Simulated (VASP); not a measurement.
Wanted: the native input for a VASP 6.6.1 run.

- Task: single point
- Functional: LDA
- Potentials or basis: VASP PAW LDA potentials, release 64 (C, O, H)
- Cutoff: 520 eV
- k mesh: 1 × 1 × 1
- Occupations: fermi-dirac, width 0.02 eV
- Spin: no spin polarisation
- Dipole correction: no
- Further INCAR settings: LREAL = Auto; ALGO = Normal; EDIFF = 1e-07; NBANDS = 64

The structure of H6C2O lies in POSCAR:

```
H6C2O
1.0
    7.5290720000      0.0000000000      0.0000000000
    0.0000000000      7.5290720000      0.0000000000
    0.0000000000      0.0000000000      7.5290720000
C O H
8 4 24
Direct
    1.0097605682      0.5047038986      0.7435214368
    0.8237097822      0.5329620658      0.8097933211
   -0.1541117246      0.4507659028      0.3151542172
   -0.0119028601      0.5745482371      0.2520715909
    0.4128531666      0.2721579718      0.9589739563
    0.3880051575      0.0993101039      0.8628022255
    0.6597499657     -0.1402259127      0.3645728334
    0.6454593050      0.0591405713      0.3532979107
    0.7046076512      0.4326215819      0.7043445530
    0.1071865416      0.4748935096      0.1469445394
    0.2107513696      0.0933617414      0.8011468670
    0.6353137032      0.1282036380      0.5272361964
    0.6020829864      0.3964469735      0.7763251050
    0.8157167799      0.4914505875      0.9514578218
    0.7877172635      0.6763175892      0.8032958155
    1.1026698912      0.5938156782      0.8135760837
    1.0538467522      0.3660875075      0.7637345272
    1.0168488392      0.5362428091      0.6000420904
    0.2010960938      0.5529106038      0.1037631857
   -0.0710648747      0.6862405559      0.1752174293
    0.0581816656      0.6342606986      0.3686479228
   -0.2474659564      0.5167615763      0.4067073310
   -0.2294952454      0.3962742320      0.2012374712
   -0.0918013202      0.3383539885      0.3868228687
    0.2036879936      0.0124322764      0.7011192504
    0.4830250085      0.0884080685      0.7507698196
    0.4146041293     -0.0124934891      0.9562233467
    0.5489603404      0.2823074611      1.0132097901
    0.3832818558      0.3844713841      0.8675107006
    0.3183650812      0.2850714057      1.0703972199
    0.6943019760      0.2444595370      0.5411464765
    0.7619730666      0.1128635525      0.2817263071
    0.5257867185      0.0973767575      0.2752809108
    0.6623722537     -0.2007454249      0.2308065248
    0.7823129786     -0.1781489663      0.4355774189
    0.5467644965     -0.1971225720      0.4383469345
```

The input as run:

INCAR

```
PREC = Accurate
ENCUT = 520
EDIFF = 1E-7
ISMEAR = -1
SIGMA = 0.02
LREAL = Auto
LASPH = True
NELM = 100
ALGO = Normal
ISIF = 2
LWAVE = False
LCHARG = False
NBANDS = 64
```

KPOINTS

```
Automatic mesh
0
Gamma
  1 1 1
```

Potentials or basis: VASP PAW LDA potentials, release 64 (C, O, H).

Run with:

```bash
$ cat potpaw_LDA.64/C/POTCAR potpaw_LDA.64/O/POTCAR potpaw_LDA.64/H/POTCAR > POTCAR
$ mpirun -np 1 vasp_gam > vasp.out
```

It gave:

| Item | Value |
| --- | --- |
| Pressure | -0.3 GPa |
| Largest force | 0.333 eV/Å |
| Band gap on the k mesh | 4.23 eV |

Caveat: the k points lie up to 0.83 Å⁻¹ apart.

It took 34 s on 1 thread of AMD EPYC 7R13 Processor (Zen 3) (shared host), peak memory 0.27 GiB.
